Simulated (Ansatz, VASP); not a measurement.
**Al in VASP and in Ansatz**

```
Al
1.0
    -1.63100    1.63100    1.55144
     1.63100   -1.63100    1.55144
     1.63100    1.63100   -1.55144
Al
1
Direct
  0.00000 0.00000 0.00000
```

Change from the starting cell: strain +0.025 along x and y, -0.025 along z, atoms carried along.

Alike in both runs: task single point; functional r2SCAN; k mesh 20 × 20 × 20; occupations gaussian, width 0.15 eV; no spin polarisation.

|  | VASP | Ansatz |
| --- | --- | --- |
| version | VASP 6.6.1 | Ansatz 0.2.0 |
| potentials or method | VASP PAW PBE potentials, release 64 (Al), cutoff 520 eV | scalar-relativistic, plane waves, PAW |
| valence electrons in the cell | 3 | 3 |

|  | VASP | Ansatz | Ansatz less VASP |
| --- | --- | --- | --- |
| gap on the k mesh at the Fermi level (eV) | none | none | - |
| pressure (GPa) | -1.8 | -1.5 | +0.29 |
| traceless stress, the component that is largest in VASP (GPa) | -1.25 | -1.25 | +0.003 |

VASP's potentials were made for PBE, not for r2SCAN. A gap of «none» marks a metal or a gap that the smearing closes. The functional is the same, so the differences come from potentials, cutoffs and numerics.
